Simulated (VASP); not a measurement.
The system is SiO2.

```
Si O
1.0
    -1.63419    1.86955    2.81237
     1.63419   -1.86955    2.81237
     1.63419    1.86955   -2.81237
Si O
1 2
Direct
  0.00000 0.50000 0.50000
  0.50000 0.00000 0.50000
  0.00000 0.00000 0.00000
```

```yaml
Program: VASP 6.6.1
Task: relaxation of cell and atoms
Functional: PBE
Potentials_or_basis: VASP PAW PBE potentials, release 64 (Si, O_h)
Cutoff: 910 eV
k_mesh: 8 × 8 × 8
Occupations: gaussian, width 0.1 eV
Spin: no spin polarisation
```

At the start: pressure 22.6 GPa; volume 11.46 Å³/atom.

Question: How do energy, volume and symmetry change on relaxing?

Answer: Over 16 steps the energy falls by 1655.0 meV/atom and the volume is 9.25 Å³/atom (-19.2 %); space group I4/mmm (No. 139, to 0.05 Å).

Step by step:
| step | energy change (eV) | largest force (eV/Å) | pressure (GPa) | volume (Å³) |
| --- | --- | --- | --- | --- |
| 1 | 0.0000 | 0.0000 | 22.65 | 34.37 |
| 2 | -0.3440 | 0.0000 | -19.45 | 42.71 |
| 3 | -0.5968 | 0.0000 | -6.63 | 39.09 |
| 4 | -0.9584 | 0.0000 | -9.17 | 37.62 |
| 5 | -3.0531 | 0.0000 | -20.10 | 32.32 |
| 6 | 29.0030 | 0.0000 | 682.56 | 18.51 |
| 7 | -3.4054 | 0.0000 | -21.12 | 31.63 |
| 8 | -4.1529 | 0.0000 | 51.52 | 25.48 |
| 9 | -4.5359 | 0.0000 | -12.56 | 29.18 |
| 10 | -4.8516 | 0.0000 | 9.14 | 27.36 |
| 11 | -4.8512 | 0.0000 | 4.72 | 27.65 |
| 12 | -4.7525 | 0.0000 | 13.76 | 27.29 |
| 13 | -4.9042 | 0.0000 | 6.65 | 27.53 |
| 14 | -4.9539 | 0.0000 | -6.31 | 28.27 |
| 15 | -4.9592 | 0.0000 | -3.41 | 28.09 |
| 16 | -4.9651 | 0.0000 | -0.35 | 27.76 |

Final structure:
```
CELL_PARAMETERS angstrom
-1.66100 2.49146 1.67722
1.66100 -2.49146 1.67722
1.66100 2.49146 -1.67722
ATOMIC_POSITIONS crystal
Si 0.00000 0.50000 0.50000
O 0.50000 0.00000 0.50000
O 0.00000 0.00000 0.00000
```

Caveat: the cutoff is under 1.25 times the usual one of these potentials, so pressure, stress and relaxed cells hold a basis-set (Pulay) error; the volume moved by over 15 % at a fixed basis, so the end points are rough.
